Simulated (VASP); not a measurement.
# Si3N4 (I-43d) in VASP: notebook

The runs below take Si3N4 through relaxation of the atoms, single point, relaxation of cell and atoms, with PBEsol.

Everything below comes from runs of VASP 6.6.1. Logs are shortened: lines on timing, memory, paths and dates and some standing lists are left out, and cuts for length are marked.

**1. The cell of the first run**

The structure is cubic, space group I-43d (No. 220). Conventional cell: a = 6.390 Å, b = 6.390 Å, c = 6.390 Å, α = 90.00°, β = 90.00°, γ = 90.00°. Si (site symmetry -4) has 4 N at 1.73 Å within 2.3 Å. Within 2.3 Å of N (site symmetry 3) lie 3 Si at 1.73 Å.

**2. Relaxation of the atoms, PBEsol (9.32 Å³/atom)**

Contents of INCAR:

```
PREC     = Accurate       # precision mode
ENCUT    = 520            # plane-wave cutoff, eV
EDIFF    = 1E-7           # SCF threshold, eV
ISMEAR   = 0              # smearing method
SIGMA    = 0.02           # smearing width, eV
LREAL    = F              # projectors in reciprocal space
LASPH    = T              # aspherical terms in the spheres
NELM     = 100            # most SCF steps
ALGO     = Normal         # electronic algorithm
ISIF     = 2              # what is computed and relaxed
LWAVE    = F              # write WAVECAR
LCHARG   = F              # write CHGCAR
GGA      = PS             # functional
IBRION   = 2              # ionic algorithm
NSW      = 50             # ionic steps
EDIFFG   = -0.01          # ionic threshold
```

Contents of KPOINTS:

```
Automatic mesh
0
Gamma
  6 6 6
```

Contents of POSCAR:

```
Si3N4
1.0
   -3.1949361920      3.1949361920      3.1949361920
    3.1949361920     -3.1949361920      3.1949361920
    3.1949361920      3.1949361920     -3.1949361920
Si N
6 8
Direct
    0.2500000000      0.1250000000      0.8750000000
    0.8750000000      0.2500000000      0.1250000000
    0.7500000000      0.3750000000      0.6250000000
    0.6250000000      0.7500000000      0.3750000000
    0.1250000000      0.8750000000      0.2500000000
    0.3750000000      0.6250000000      0.7500000000
    0.5616923873      0.5616923873      0.5616923873
    0.4383076127      0.5000000000      0.0000000000
    0.5000000000      0.0000000000      0.9383076127
    0.0000000000      0.4383076127      0.5000000000
    0.9383076127      0.5000000000      0.0000000000
    0.0616923873      0.0616923873      0.0616923873
    0.0000000000      0.9383076127      0.5000000000
    0.5000000000      0.0000000000      0.4383076127
```

Potentials or basis: VASP PAW PBE potentials, release 64 (Si, N).

Started as:

```
> cat potpaw_PBE.64/Si/POTCAR potpaw_PBE.64/N/POTCAR > POTCAR
> mpirun -np 1 vasp_std > vasp.out
```

OUTCAR:

```text
PREC = Accurate
   ENCUT = 520
   EDIFF = 1E-7
   ISMEAR = 0
   LREAL = F
   LASPH = T
   NELM = 100
   ISIF = 2
   GGA = PS
   IBRION = 2
   NSW = 50
   EDIFFG = -0.01

 ion  position               nearest neighbor table
   1  0.250  0.125  0.875-   8 1.73   9 1.73  12 1.73  13 1.73   6 2.99   2 2.99   4 2.99   2 2.99
                             5 2.99   5 2.99   6 2.99   4 2.99
   2  0.875  0.250  0.125-   9 1.73  10 1.73  11 1.73  12 1.73   5 2.99   5 2.99   6 2.99   1 2.99
                             3 2.99   3 2.99   1 2.99   6 2.99
   3  0.750  0.375  0.625-   7 1.73  10 1.73  11 1.73  14 1.73   6 2.99   6 2.99   5 2.99   2 2.99
                             4 2.99   2 2.99   4 2.99   5 2.99
   4  0.625  0.750  0.375-   7 1.73   8 1.73  13 1.73  14 1.73   6 2.99   1 2.99   3 2.99   3 2.99
                             5 2.99   6 2.99   1 2.99   5 2.99
   5  0.125  0.875  0.250-  11 1.73  12 1.73  13 1.73  14 1.73   4 2.99   3 2.99   1 2.99   1 2.99
                             2 2.99   2 2.99   3 2.99   4 2.99
   6  0.375  0.625  0.750-   7 1.73   8 1.73   9 1.73  10 1.73   4 2.99   2 2.99   4 2.99   1 2.99
                             3 2.99   1 2.99   3 2.99   2 2.99
   7  0.562  0.562  0.562-   3 1.73   4 1.73   6 1.73
   8  0.438  0.500  0.000-   1 1.73   4 1.73   6 1.73
   9  0.500  0.000  0.938-   1 1.73   2 1.73   6 1.73
  10  0.000  0.438  0.500-   2 1.73   3 1.73   6 1.73
  11  0.938  0.500  0.000-   2 1.73   3 1.73   5 1.73
  12  0.062  0.062  0.062-   1 1.73   2 1.73   5 1.73
  13  0.000  0.938  0.500-   1 1.73   4 1.73   5 1.73
  14  0.500  0.000  0.438-   3 1.73   4 1.73   5 1.73

  LATTYP: Found a body centered cubic cell.
 ALAT       =     6.3898723840

  Lattice vectors:

 A1 = (  -3.1949361920,   3.1949361920,   3.1949361920)
 A2 = (   3.1949361920,  -3.1949361920,   3.1949361920)
 A3 = (   3.1949361920,   3.1949361920,  -3.1949361920)

Analysis of symmetry for initial positions (statically):
=====================================================================
 Subroutine PRICEL returns:
 Original cell was already a primitive cell.

 Routine SETGRP: Setting up the symmetry group for a
 body centered cubic supercell.

 Subroutine GETGRP returns: Found 24 space group operations
 (whereof  3 operations were pure point group operations)
 out of a pool of 48 trial point group operations.

The static configuration has the point symmetry C_3 .
 The point group associated with its full space group is T_d .

Analysis of symmetry for dynamics (positions and initial velocities):
=====================================================================
 Subroutine PRICEL returns:
 Original cell was already a primitive cell.

 Routine SETGRP: Setting up the symmetry group for a
 body centered cubic supercell.

 Subroutine GETGRP returns: Found 24 space group operations
 (whereof  3 operations were pure point group operations)
 out of a pool of 48 trial point group operations.

The dynamic configuration has the point symmetry C_3 .
 The point group associated with its full space group is T_d .

 Subroutine INISYM returns: Found 24 space group operations
 (whereof  3 operations are pure point group operations),
 and found     1 'primitive' translations

----------------------------------------------------------------------------------------

                                     Primitive cell

  volume of cell :     130.4507

  direct lattice vectors                    reciprocal lattice vectors
    -3.194936192  3.194936192  3.194936192     0.000000000  0.156497648  0.156497648
     3.194936192 -3.194936192  3.194936192     0.156497648  0.000000000  0.156497648
     3.194936192  3.194936192 -3.194936192     0.156497648  0.156497648  0.000000000

  length of vectors
     5.533791811  5.533791811  5.533791811     0.221321096  0.221321096  0.221321096

  position of ions in fractional coordinates (direct lattice)
     0.250000000  0.125000000  0.875000000
     0.875000000  0.250000000  0.125000000
     0.750000000  0.375000000  0.625000000
     0.625000000  0.750000000  0.375000000
     0.125000000  0.875000000  0.250000000
     0.375000000  0.625000000  0.750000000
     0.561692387  0.561692387  0.561692387
     0.438307613  0.500000000  0.000000000
     0.500000000  0.000000000  0.938307613
     0.000000000  0.438307613  0.500000000
     0.938307613  0.500000000  0.000000000
     0.061692387  0.061692387  0.061692387
     0.000000000  0.938307613  0.500000000
     0.500000000  0.000000000  0.438307613

  ion indices of the primitive-cell ions
   primitive index   ion index
                 1           1
                 2           2
                 3           3
                 4           4
                 5           5
                 6           6
                 7           7
                 8           8
                 9           9
                10          10
                11          11
                12          12
                13          13
                14          14

----------------------------------------------------------------------------------------

 KPOINTS: Automatic mesh

Automatic generation of k-mesh.
 Grid dimensions read from file:
 generate k-points for:    6    6    6

 Generating k-lattice:

  Cartesian coordinates                     Fractional coordinates (reciprocal lattice)
     0.000000000  0.026082941  0.026082941     0.166666667  0.000000000  0.000000000
     0.026082941  0.000000000  0.026082941     0.000000000  0.166666667  0.000000000
     0.026082941  0.026082941  0.000000000     0.000000000  0.000000000  0.166666667

  Length of vectors
     0.036886849  0.036886849  0.036886849

  Shift w.r.t. Gamma in fractional coordinates (k-lattice)
     0.000000000  0.000000000  0.000000000

 Subroutine IBZKPT returns following result:
 ===========================================

 Found     16 irreducible k-points:

 Following reciprocal coordinates:
            Coordinates               Weight
  0.000000  0.000000  0.000000      1.000000
  0.166667  0.000000  0.000000     12.000000
  0.333333  0.000000  0.000000     12.000000
  0.500000  0.000000  0.000000      6.000000
  0.166667  0.166667  0.000000     24.000000
  0.333333  0.166667 -0.000000     48.000000
[... 8 lines left out ...]
  0.500000  0.500000  0.333333     12.000000
  0.500000  0.500000  0.500000      1.000000
   k-points           NKPTS =     16   k-points in BZ     NKDIM =     16   number of bands    NBANDS=     40
   number of dos      NEDOS =    301   number of ions     NIONS =     14
   total plane-waves  NPLWV =  74088
   dimension x,y,z NGX =    42 NGY =   42 NGZ =   42
   dimension x,y,z NGXF=    84 NGYF=   84 NGZF=   84
   ions per type =               6   8
   NGX,Y,Z   is equivalent  to a cutoff of  12.62, 12.62, 12.62 a.u.
   NGXF,Y,Z  is equivalent  to a cutoff of  25.24, 25.24, 25.24 a.u.
 SYSTEM =  unknown system
   PREC   = accura    normal or accurate (medium, high low for compatibility)
   ISTART =      0    job   : 0-new  1-cont  2-samecut
   ICHARG =      2    charge: 1-file 2-atom 10-const
   ISPIN  =      1    spin polarized calculation?
   LNONCOLLINEAR =      F non collinear calculations
   LSORBIT =      F    spin-orbit coupling
   LASPH  =      T    aspherical Exc in radial PAW
   ENCUT  =  520.0 eV  38.22 Ry    6.18 a.u.  10.29 10.29 10.29*2*pi/ulx,y,z
   NELM   =    100;   NELMIN=  2; NELMDL= -5     # of ELM steps
   EDIFF  = 0.1E-06   stopping-criterion for ELM
   LREAL  =      F    real-space projection
   EDIFFG = -.1E-01   stopping-criterion for IOM
   NSW    =     50    number of steps for IOM
   IBRION =      2    ionic relax: 0-MD 1-quasi-New 2-CG
   NFREE  =      1    steps in history (QN), initial steepest desc. (CG)
   ISIF   =      2    stress and relaxation
   ISYM   =      2    0-nonsym 1-usesym 2-fastsym
   POTIM  = 0.5000    time-step for ionic-motion
   TEBEG  =    0.0;   TEEND  =   0.0 temperature during run
   PSTRESS=    0.0 pullay stress
   NELECT =      64.0000    total number of electrons
   NUPDOWN=      -1.0000    fix difference up-down
   EMIN   =  10.00;   EMAX   =-10.00  energy-range for DOS
   EFERMI =   0.00;   METHOD = LEGACY
   ISMEAR =     0;   SIGMA  =   0.02  broadening in eV -4-tet -1-fermi 0-gaus
   EFERMI_NEDOS =   21; number of points for ismear=-14 and -15
   IALGO  =     38    algorithm
   IMIX   =      4    mixing-type and parameters
     AMIX     =   0.40;   BMIX     =  1.00
     AMIX_MAG =   1.60;   BMIX_MAG =  1.00
  volume/ion in A,a.u.               =       9.32        62.88
  Fermi-wavevector in a.u.,A,eV,Ry     =   1.291178  2.439972 22.682810  1.667139
  Thomas-Fermi vector in A             =   2.422964
   LORBIT       =      0    0 simple, 1 ext, 2 COOP (PROOUT), +10 PAW based schemes
   GGA     = PS    functional components
   LHFCALC =     F    Hartree Fock is set to
   AEXX    =    0.0000 exact exchange contribution
   IVDW    =     0    specifies the selected vdW correction
   LEPSILON=     F    determine dielectric tensor
   LRPA    =     F    only Hartree local field effects (RPA)
 conjugate gradient relaxation of ions
 non-spin polarized calculation
 Gauss-broadening in eV      SIGMA  =   0.02
  energy-cutoff  :      520.00
  volume of cell :      130.45
 maximum number of plane-waves:      3564
 NGX is ok and might be reduce to    42
   NGX = 21   NGY = 21   NGZ = 21

--------------------------------------- Ionic step        1  -------------------------------------------

 number of electron      64.0000014 magnetization

 Free energy of the ion-electron system (eV)
  ---------------------------------------------------
  ext. energy  EPLUGINS =         0.00000000
  ---------------------------------------------------
  free energy    TOTEN  =      -119.09327130 eV

  energy without entropy =     -119.09327130  energy(sigma->0) =     -119.09327130

------------------------ aborting loop because EDIFF is reached ----------------------------------------

  FORCE on cell =-STRESS in cart. coord.  units (eV):
  Direction    XX          YY          ZZ          XY          YZ          ZX
  --------------------------------------------------------------------------------------
  -------------------------------------------------------------------------------------
  Total        7.3935975      7.3935975      7.3935975     -0.0000000     -0.0000000      0.0000000
  in kB       90.8071048     90.8071048     90.8071048     -0.0000000     -0.0000000      0.0000000
  external PRESSURE =      90.8071048 kB  Pullay stress =       0.0000000 kB
[... 81 lines left out ...]
  energy  without entropy=     -119.0958926813  energy(sigma->0) =     -119.09589268

--------------------------------------- Ionic step        3  -------------------------------------------

 number of electron      64.0000017 magnetization

 Free energy of the ion-electron system (eV)
  ---------------------------------------------------
  ext. energy  EPLUGINS =         0.00000000
  ---------------------------------------------------
  free energy    TOTEN  =      -119.09931743 eV

  energy without entropy =     -119.09931743  energy(sigma->0) =     -119.09931743

 E-fermi :   8.2049     XC(G=0): -11.7706

 val. band max:        8.0730831379   @ k =   0.3333   0.3333   0.0000
 cond. band min:      12.1065881702   @ k =  -0.1667   0.1667   0.1667
 fundamental gap:      4.0335050323
 Fermi energy:         8.2048740343

 k-point     1 :       0.0000    0.0000    0.0000
  band No.  band energies     occupation
      1     -10.4025      2.00000
      2      -7.3343      2.00000
      3      -7.3343      2.00000
      4      -7.3343      2.00000
      5      -6.8168      2.00000
      6      -6.8168      2.00000
[... 718 lines left out ...]
  FREE ENERGIE OF THE ION-ELECTRON SYSTEM (eV)
  ---------------------------------------------------
  free  energy   TOTEN  =      -119.0993174289 eV

  energy  without entropy=     -119.0993174289  energy(sigma->0) =     -119.09931743

 reached required accuracy - stopping structural energy minimisation
```

Wall time 6 min (1 thread of Intel Xeon Platinum 8375C at 2.90GHz (Ice Lake), shared host); peak memory 0.28 GiB.

What came out:

| Property | Result |
| --- | --- |
| Free energy | -119.0993 eV |
| Energy gained by relaxing | 0.4 meV/atom |
| Ionic steps | 3 |
| Pressure after relaxing | 8.6 GPa |
| Band gap on the k mesh | 4.03 eV (least direct gap 4.22 eV) |

The path:
```
step  energy change (eV)  largest force (eV/Å)  pressure (GPa)
   1              0.0000                0.0881            9.08
   2             -0.0026                0.0662            8.96
   3             -0.0060                0.0010            8.60
```

Final structure:
```yaml
crystal:
  lattice:
    - [-3.19494, 3.19494, 3.19494]
    - [3.19494, -3.19494, 3.19494]
    - [3.19494, 3.19494, -3.19494]
  atoms:
    - { symbol: Si, position: [0.25000, 0.12500, 0.87500] }
    - { symbol: Si, position: [0.87500, 0.25000, 0.12500] }
    - { symbol: Si, position: [0.75000, 0.37500, 0.62500] }
    - { symbol: Si, position: [0.62500, 0.75000, 0.37500] }
    - { symbol: Si, position: [0.12500, 0.87500, 0.25000] }
    - { symbol: Si, position: [0.37500, 0.62500, 0.75000] }
    - { symbol: N, position: [0.55862, 0.55862, 0.55862] }
    - { symbol: N, position: [0.44138, 0.50000, 0.00000] }
    - { symbol: N, position: [0.50000, 0.00000, 0.94138] }
    - { symbol: N, position: [0.00000, 0.44138, 0.50000] }
    - { symbol: N, position: [0.94138, 0.50000, 0.00000] }
    - { symbol: N, position: [0.05862, 0.05862, 0.05862] }
    - { symbol: N, position: [0.00000, 0.94138, 0.50000] }
    - { symbol: N, position: [0.50000, 0.00000, 0.44138] }
```

Caveat: the PAW data sets were made with another functional, which shifts forces and pressure a little. A k mesh can miss the band edges.

(Part 1 of 2 ends here.)
